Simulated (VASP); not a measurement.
The system is W.

```
CELL_PARAMETERS angstrom
-1.58500 1.58500 1.58500
1.58500 -1.58500 1.58500
1.58500 1.58500 -1.58500
ATOMIC_POSITIONS crystal
W 0.00000 0.00000 0.00000
```

- Program: VASP 6.6.1
- Task: relaxation of cell and atoms
- Functional: PBE
- Potentials or basis: VASP PAW PBE potentials, release 64 (W_sv)
- Cutoff: 600 eV
- k mesh: 48 × 48 × 48
- Occupations: gaussian, width 0.1 eV
- Spin: no spin polarisation

At the start: pressure 4.7 GPa; volume 15.93 Å³/atom.

Problem. Where does the relaxation end?

Solution. Over 4 steps the energy falls by 3.4 meV/atom and the volume is 16.16 Å³/atom (+1.5 %); space group Im-3m (No. 229, to 0.1 Å) before and after.

Step by step:
```
step  energy change (eV)  largest force (eV/Å)  pressure (GPa)  volume (Å³)
   1              0.0000                0.0000            4.65        15.93
   2              0.0359                0.0000          -14.09        17.02
   3             -0.0034                0.0000           -0.09        16.17
   4             -0.0034                0.0000            0.00        16.16
```

Final structure:
```
W
1.0
    -1.59282    1.59282    1.59282
     1.59282   -1.59282    1.59282
     1.59282    1.59282   -1.59282
W
1
Direct
  0.00000 0.00000 0.00000
```
